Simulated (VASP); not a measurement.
# B (Fm-3m) in VASP: notebook

Runs on B. Level: PBE. Tasks: single point.

Program: VASP 6.6.1. These are calculated values, not measurements. Logs are shortened: lines on timing, memory, paths and dates and some standing lists are left out, and cuts for length are marked.

### Step 1. The cell of the first run

Symmetry: Fm-3m, No. 225, cubic system. Conventional cell: a = 2.305 Å, b = 2.305 Å, c = 2.305 Å, α = 90.00°, β = 90.00°, γ = 90.00°. Within 2.2 Å of B (site symmetry m-3m) lie 12 B at 1.63 Å.

### Step 2. Single point, PBE (volume scaled by 0.52)

Contents of INCAR:

```
PREC = Accurate ; ENCUT = 520
EDIFF = 1E-6 ; ISMEAR = -1
SIGMA = 0.05 ; LREAL = False
LASPH = True ; NELM = 100
ALGO = Normal ; ISIF = 2
LWAVE = False ; LCHARG = True
GGA = PE ; LELF = True
LVHAR = True ; NBANDS = 8
```

Contents of KPOINTS:

```
regular mesh
0
Gamma
  24 24 24
```

Contents of POSCAR:

```
B
1.0
    0.0000000000      1.1523929739      1.1523929739
    1.1523929739      0.0000000000      1.1523929739
    1.1523929739      1.1523929739      0.0000000000
B
1
Direct
    0.0000000000      0.0000000000      0.0000000000
```

Potentials or basis: VASP PAW PBE potentials, release 64 (B).

Command:

```bash
$ cat potpaw_PBE.64/B/POTCAR > POTCAR
$ mpirun -np 1 vasp_std > vasp.out
```

OUTCAR:

```text
PREC = Accurate
   ENCUT = 520
   EDIFF = 1E-6
   ISMEAR = -1
   LREAL = False
   LASPH = True
   NELM = 100
   ISIF = 2
   GGA = PE

 ion  position               nearest neighbor table
   1  0.000  0.000  0.000-

  LATTYP: Found a face centered cubic cell.
 ALAT       =     2.3047859478

  Lattice vectors:

 A1 = (   0.0000000000,   1.1523929739,   1.1523929739)
 A2 = (   1.1523929739,   0.0000000000,   1.1523929739)
 A3 = (   1.1523929739,   1.1523929739,   0.0000000000)

Analysis of symmetry for initial positions (statically):
=====================================================================
 Subroutine PRICEL returns:
 Original cell was already a primitive cell.

 Routine SETGRP: Setting up the symmetry group for a
 face centered cubic supercell.

 Subroutine GETGRP returns: Found 48 space group operations
 (whereof 48 operations were pure point group operations)
 out of a pool of 48 trial point group operations.

The static configuration has the point symmetry O_h .

Analysis of symmetry for dynamics (positions and initial velocities):
=====================================================================
 Subroutine PRICEL returns:
 Original cell was already a primitive cell.

 Routine SETGRP: Setting up the symmetry group for a
 face centered cubic supercell.

 Subroutine GETGRP returns: Found 48 space group operations
 (whereof 48 operations were pure point group operations)
 out of a pool of 48 trial point group operations.

The dynamic configuration has the point symmetry O_h .

 Subroutine INISYM returns: Found 48 space group operations
 (whereof 48 operations are pure point group operations),
 and found     1 'primitive' translations

----------------------------------------------------------------------------------------

                                     Primitive cell

  volume of cell :       3.0608

  direct lattice vectors                    reciprocal lattice vectors
     0.000000000  1.152392974  1.152392974    -0.433879771  0.433879771  0.433879771
     1.152392974  0.000000000  1.152392974     0.433879771 -0.433879771  0.433879771
     1.152392974  1.152392974  0.000000000     0.433879771  0.433879771 -0.433879771

  length of vectors
     1.629729773  1.629729773  1.629729773     0.751501808  0.751501808  0.751501808

  position of ions in fractional coordinates (direct lattice)
     0.000000000  0.000000000  0.000000000

  ion indices of the primitive-cell ions
   primitive index   ion index
                 1           1

----------------------------------------------------------------------------------------

 KPOINTS: regular mesh

Automatic generation of k-mesh.
 Grid dimensions read from file:
 generate k-points for:   24   24   24

 Generating k-lattice:

  Cartesian coordinates                     Fractional coordinates (reciprocal lattice)
    -0.018078324  0.018078324  0.018078324     0.041666667  0.000000000  0.000000000
     0.018078324 -0.018078324  0.018078324     0.000000000  0.041666667  0.000000000
     0.018078324  0.018078324 -0.018078324     0.000000000  0.000000000  0.041666667

  Length of vectors
     0.031312575  0.031312575  0.031312575

  Shift w.r.t. Gamma in fractional coordinates (k-lattice)
     0.000000000  0.000000000  0.000000000

 Subroutine IBZKPT returns following result:
 ===========================================

 Found    413 irreducible k-points:

 Following reciprocal coordinates:
            Coordinates               Weight
  0.000000  0.000000  0.000000      1.000000
  0.041667  0.000000  0.000000      8.000000
  0.083333  0.000000  0.000000      8.000000
  0.125000  0.000000  0.000000      8.000000
  0.166667  0.000000  0.000000      8.000000
  0.208333  0.000000  0.000000      8.000000
[... 16 lines left out ...]
  0.416667  0.041667  0.000000     24.000000
  0.458333  0.041667  0.000000     24.000000
 [... further k-points ...]
   k-points           NKPTS =    413   k-points in BZ     NKDIM =    413   number of bands    NBANDS=      8
   number of dos      NEDOS =    301   number of ions     NIONS =      1
   total plane-waves  NPLWV =   1728
   dimension x,y,z NGX =    12 NGY =   12 NGZ =   12
   dimension x,y,z NGXF=    24 NGYF=   24 NGZF=   24
   ions per type =               1
   NGX,Y,Z   is equivalent  to a cutoff of  12.24, 12.24, 12.24 a.u.
   NGXF,Y,Z  is equivalent  to a cutoff of  24.48, 24.48, 24.48 a.u.
 SYSTEM =  unknown system
   PREC   = accura    normal or accurate (medium, high low for compatibility)
   ISTART =      0    job   : 0-new  1-cont  2-samecut
   ICHARG =      2    charge: 1-file 2-atom 10-const
   ISPIN  =      1    spin polarized calculation?
   LNONCOLLINEAR =      F non collinear calculations
   LSORBIT =      F    spin-orbit coupling
   LASPH  =      T    aspherical Exc in radial PAW
   ENCUT  =  520.0 eV  38.22 Ry    6.18 a.u.   3.03  3.03  3.03*2*pi/ulx,y,z
   NELM   =    100;   NELMIN=  2; NELMDL= -5     # of ELM steps
   EDIFF  = 0.1E-05   stopping-criterion for ELM
   LREAL  =      F    real-space projection
   EDIFFG = 0.1E-04   stopping-criterion for IOM
   NSW    =      0    number of steps for IOM
   IBRION =     -1    ionic relax: 0-MD 1-quasi-New 2-CG
   NFREE  =      0    steps in history (QN), initial steepest desc. (CG)
   ISIF   =      2    stress and relaxation
   ISYM   =      2    0-nonsym 1-usesym 2-fastsym
   POTIM  = 0.5000    time-step for ionic-motion
   TEBEG  =    0.0;   TEEND  =   0.0 temperature during run
   PSTRESS=    0.0 pullay stress
   NELECT =       3.0000    total number of electrons
   NUPDOWN=      -1.0000    fix difference up-down
   EMIN   =  10.00;   EMAX   =-10.00  energy-range for DOS
   EFERMI =   0.00;   METHOD = LEGACY
   ISMEAR =    -1;   SIGMA  =   0.05  broadening in eV -4-tet -1-fermi 0-gaus
   EFERMI_NEDOS =   21; number of points for ismear=-14 and -15
   IALGO  =     38    algorithm
   IMIX   =      4    mixing-type and parameters
     AMIX     =   0.40;   BMIX     =  1.00
     AMIX_MAG =   1.60;   BMIX_MAG =  1.00
  volume/ion in A,a.u.               =       3.06        20.66
  Fermi-wavevector in a.u.,A,eV,Ry     =   1.626190  3.073054 35.980529  2.644494
  Thomas-Fermi vector in A             =   2.719190
   LORBIT       =      0    0 simple, 1 ext, 2 COOP (PROOUT), +10 PAW based schemes
   GGA     = PE    functional components
[... 5 lines left out ...]
 non-spin polarized calculation
  energy-cutoff  :      520.00
  volume of cell :        3.06
 maximum number of plane-waves:        92
   NGX =  5   NGY =  5   NGZ =  5

 number of electron       3.0000000 magnetization

 Free energy of the ion-electron system (eV)
  ---------------------------------------------------
  ext. energy  EPLUGINS =         0.00000000
  ---------------------------------------------------
  free energy    TOTEN  =        -2.30137903 eV

  energy without entropy =       -2.30036478  energy(sigma->0) =       -2.30087191

 E-fermi :  20.2744     XC(G=0): -16.0281

 val. band max:       20.1590116669   @ k =  -0.2083   0.3333   0.1250
 cond. band min:      20.2795089790   @ k =   0.4583   0.1667   0.0833
 fundamental gap:      0.1204973121
 Fermi energy:        20.2744149516

 k-point     1 :       0.0000    0.0000    0.0000
  band No.  band energies     occupation
      1      -7.7944      2.00000
      2      48.6996      0.00000
      3      48.6996      0.00000
      4      48.6996      0.00000
      5      68.2527      0.00000
      6      68.2527      0.00000
      7      68.2527      0.00000
      8      72.3117      0.00000

 k-point     2 :       0.0417    0.0000    0.0000
  band No.  band energies     occupation
      1      -7.6963      2.00000
      2      47.9126      0.00000
      3      48.5234      0.00000
      4      48.5234      0.00000
      5      66.5423      0.00000
      6      68.6033      0.00000
      7      68.6033      0.00000
      8      75.1485      0.00000

 k-point     3 :       0.0833    0.0000    0.0000
  band No.  band energies     occupation
      1      -7.4020      2.00000
      2      45.6723      0.00000
      3      48.0415      0.00000
      4      48.0415      0.00000
      5      64.9480      0.00000
      6      69.5497      0.00000
      7      69.5497      0.00000
      8      79.7515      0.00000

 k-point     4 :       0.1250    0.0000    0.0000
  band No.  band energies     occupation
      1      -6.9111      2.00000
      2      42.3852      0.00000
      3      47.3639      0.00000
      4      47.3639      0.00000
      5      64.4820      0.00000
      6      70.7592      0.00000
      7      70.7592      0.00000
      8      79.9546      0.00000

 k-point     5 :       0.1667    0.0000    0.0000
  band No.  band energies     occupation
      1      -6.2241      2.00000
      2      38.5536      0.00000
      3      46.6045      0.00000
      4      46.6045      0.00000
      5      64.8874      0.00000
      6      71.5000      0.00000
      7      71.5000      0.00000
      8      77.3142      0.00000
[... 177 lines left out ...]
 k-point    22 :       0.3750    0.0417    0.0000
  band No.  band energies     occupation
      1      -0.5109      2.00000
      2      21.0566      0.00000
      3      42.5926      0.00000
      4      44.5118      0.00000
      5      61.4036      0.00000
      6      66.6075      0.00000
      7      70.5624      0.00000
      8      73.8960      0.00000

 k-point    23 :       0.4167    0.0417    0.0000
  band No.  band energies     occupation
      1       1.0160      2.00000
      2      18.1414      2.00000
      3      42.5277      0.00000
      4      43.9382      0.00000
      5      60.5711      0.00000
      6      65.2440      0.00000
      7      69.8350      0.00000
      8      75.9953      0.00000

 k-point    24 :       0.4583    0.0417    0.0000
  band No.  band energies     occupation
      1       2.3826      2.00000
      2      15.8694      2.00000
      3      42.6151      0.00000
      4      43.4346      0.00000
      5      60.1197      0.00000
      6      64.2129      0.00000
      7      69.3286      0.00000
      8      77.9068      0.00000

 [... further k-points ...]
[... 5 lines left out ...]
  --------------------------------------------------------------------------------------
  -------------------------------------------------------------------------------------
  Total       10.8483682     10.8483682     10.8483682      0.0000000      0.0000000      0.0000000
  in kB     5678.6251164   5678.6251164   5678.6251164      0.0000000      0.0000000      0.0000000
  external PRESSURE =    5678.6251164 kB  Pullay stress =       0.0000000 kB

 VOLUME and BASIS-vectors are now :
 -----------------------------------------------------------------------------
  energy-cutoff  :      520.00
  volume of cell :        3.06
      direct lattice vectors                 reciprocal lattice vectors
     0.000000000  1.152392974  1.152392974    -0.433879771  0.433879771  0.433879771
     1.152392974  0.000000000  1.152392974     0.433879771 -0.433879771  0.433879771
     1.152392974  1.152392974  0.000000000     0.433879771  0.433879771 -0.433879771

 POSITION                                       TOTAL-FORCE (eV/Angst)
 -----------------------------------------------------------------------------------
      0.00000      0.00000      0.00000         0.000000      0.000000      0.000000
 -----------------------------------------------------------------------------------
    total drift:                                0.000000     -0.000000     -0.000000

  FREE ENERGIE OF THE ION-ELECTRON SYSTEM (eV)
  ---------------------------------------------------
  free  energy   TOTEN  =        -2.3013790316 eV

  energy  without entropy=       -2.3003647801  energy(sigma->0) =       -2.30087191
```

It took 14 s on 1 thread of AMD EPYC 7R13, shared host; peak memory 0.08 GiB.

Results:

```yaml
Free_energy: -2.3014 eV
Pressure: 567.9 GPa
```

Levels at points of the mesh, in eV from the Fermi level:
| k point | band 1 | band 2 | band 3 | band 4 | band 5 | band 6 |
| --- | --- | --- | --- | --- | --- | --- |
| (0.00, 0.00, 0.00) | -28.07 | 28.43 | 28.43 | 28.43 | 47.98 | 47.98 |
| (0.50, 0.00, 0.00) | -17.15 | -5.72 | 23.03 | 23.03 | 42.54 | 42.54 |
| (0.50, 0.50, 0.00) | -12.30 | 1.08 | 10.26 | 10.26 | 21.65 | 37.77 |

### Step 3. Single point, PBE (volume scaled by 0.52)

Contents of INCAR:

```
SYSTEM = B
PREC = Accurate
ENCUT = 520
EDIFF = 1E-7
ISMEAR = -1
SIGMA = 0.05
LREAL = .FALSE.
LASPH = .TRUE.
NELM = 80
ALGO = Normal
ISIF = 2
LWAVE = .FALSE.
LCHARG = .FALSE.
GGA = PE
NBANDS = 8
```

Contents of KPOINTS:

```
Automatic mesh
0
G
  24 24 24
  0 0 0
```

POSCAR is that of step 2.

Potentials or basis: VASP PAW PBE potentials, release 64 (B).

Command:

```bash
$ cat potpaw_PBE.64/B/POTCAR > POTCAR
$ mpirun -np 1 vasp_std > vasp.out
```

Wall time 13 s (1 thread of AMD EPYC 7R13, shared host); peak memory 0.08 GiB.

Results (log left out):

| Item | Value |
| --- | --- |
| Free energy | -2.3014 eV |
| Pressure | 567.9 GPa |

Levels at points of the mesh, in eV from the Fermi level:
| k point | band 1 | band 2 | band 3 | band 4 | band 5 | band 6 |
| --- | --- | --- | --- | --- | --- | --- |
| (0.00, 0.00, 0.00) | -28.07 | 28.43 | 28.43 | 28.43 | 47.98 | 47.98 |
| (0.50, 0.00, 0.00) | -17.15 | -5.72 | 23.03 | 23.03 | 42.54 | 42.54 |
| (0.50, 0.50, 0.00) | -12.30 | 1.08 | 10.26 | 10.26 | 21.65 | 37.77 |

### Step 4. Single point, PBE (volume scaled by 0.6, partial waves polarizable)

Contents of INCAR:

```
SYSTEM = B
  PREC = Accurate
  ENCUT = 520
  EDIFF = 1E-6
  ISMEAR = -1
  SIGMA = 0.05
  LREAL = .FALSE.
  LASPH = .TRUE.
  NELM = 80
  ALGO = Normal
  ISIF = 2
  LWAVE = .FALSE.
  LCHARG = .FALSE.
  GGA = PE
  NBANDS = 8
```

KPOINTS is that of step 3.

Contents of POSCAR:

```
B
1.0
    0.0000000000      1.2086945688      1.2086945688
    1.2086945688      0.0000000000      1.2086945688
    1.2086945688      1.2086945688      0.0000000000
B
1
Direct
    0.0000000000      0.0000000000      0.0000000000
```

Command:

```bash
$ cat potpaw_PBE.64/B/POTCAR > POTCAR
$ mpirun -np 1 vasp_std > vasp.out
```

Wall time 20 s (1 thread of AMD EPYC 7R13, shared host); peak memory 0.08 GiB.

The run converged. Its results:

- Free energy: -3.6210 eV
- Pressure: 347.0 GPa

Levels at points of the mesh, in eV from the Fermi level:
```tsv
k point	band 1	band 2	band 3	band 4	band 5	band 6
(0.00, 0.00, 0.00)	-26.02	25.10	25.10	25.10	43.84	43.84
(0.50, 0.00, 0.00)	-15.38	-5.87	20.34	20.34	39.00	39.00
(0.50, 0.50, 0.00)	-11.07	0.73	9.11	9.11	20.11	32.79
```

### Step 5. Single point, PBE (volume scaled by 0.68)

Contents of INCAR:

```
SYSTEM = B
PREC = Accurate ; ENCUT = 520
EDIFF = 1E-6 ; ISMEAR = -1
SIGMA = 0.05 ; LREAL = .FALSE.
LASPH = .TRUE. ; NELM = 60
ALGO = Normal ; ISIF = 2
LWAVE = .FALSE. ; LCHARG = .FALSE.
GGA = PE ; NBANDS = 8
```

KPOINTS is that of step 4.

Contents of POSCAR:

```
B
1.0
    0.0000000000      1.2601893106      1.2601893106
    1.2601893106      0.0000000000      1.2601893106
    1.2601893106      1.2601893106      0.0000000000
B
1
Direct
    0.0000000000      0.0000000000      0.0000000000
```

Command:

```bash
$ cat potpaw_PBE.64/B/POTCAR > POTCAR
$ mpirun -np 1 vasp_std > vasp.out
```

Wall time 22 s (1 thread of AMD EPYC 7R13, shared host); peak memory 0.08 GiB.

Results (log left out):

```
Free energy : -4.4261 eV
Pressure    : 210.9 GPa
```

Levels at points of the mesh, in eV from the Fermi level:
| k point | band 1 | band 2 | band 3 | band 4 |
| --- | --- | --- | --- | --- |
| (0.00, 0.00, 0.00) | -24.29 | 22.47 | 22.47 | 22.47 |
| (0.50, 0.00, 0.00) | -13.97 | -5.94 | 18.22 | 18.22 |
| (0.50, 0.50, 0.00) | -10.08 | 0.43 | 8.19 | 8.19 |

[end of part 1 of 2]
